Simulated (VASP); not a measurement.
**Ir: single point with PBEsol**

Ir:

```
CELL_PARAMETERS angstrom
2.84019 0.00000 0.00000
-1.42010 2.45968 0.00000
0.00000 0.00000 4.60633
ATOMIC_POSITIONS crystal
Ir 0.66667 0.33333 0.75000
Ir 0.33333 0.66667 0.25000
```

| Property | Result |
| --- | --- |
| Program | VASP 6.6.1 |
| Task | single point |
| Functional | PBEsol |
| Potentials or basis | VASP PAW PBE potentials, release 64 (Ir) |
| Cutoff | 520 eV |
| k mesh | 12 × 12 × 7 |
| Occupations | methfessel-paxton, width 0.1 eV |
| Spin | no spin polarisation |
| Dipole correction | no |
| Further INCAR settings | ALGO = Normal; EDIFF = 1e-06; NBANDS = 16 |

```yaml
Pressure: -35.8 GPa
Band_gap_on_the_k_mesh: zero (band 9 reaches 9.00 eV, above the bottom of band 10 at 6.30 eV)
```

Stress tensor (GPa, compression positive):
```
-36.00   0.00   0.00
  0.00 -36.00   0.00
  0.00   0.00 -35.31
```

Levels at points of the mesh, in eV from the Fermi level:
| k point | band 5 | band 6 | band 7 | band 8 | band 9 | band 10 | band 11 | band 12 | band 13 | band 14 |
| --- | --- | --- | --- | --- | --- | --- | --- | --- | --- | --- |
| (0.00, 0.00, 0.00) | -3.19 | -2.66 | -2.66 | -2.00 | -2.00 | -0.54 | 0.18 | 0.18 | 5.88 | 14.32 |
| (0.50, 0.00, 0.00) | -2.99 | -2.94 | -2.52 | 0.51 | 0.72 | 0.84 | 2.46 | 3.73 | 7.44 | 9.29 |

Run time: 16 s on 1 thread of Intel(R) Xeon(R) Platinum 8488C (Sapphire Rapids), with other jobs on the host, peak memory 0.17 GiB.

Caveat: the PAW data sets were made with another functional, which shifts forces and pressure a little; spin-orbit coupling is left out, which moves the levels of the heavy elements.
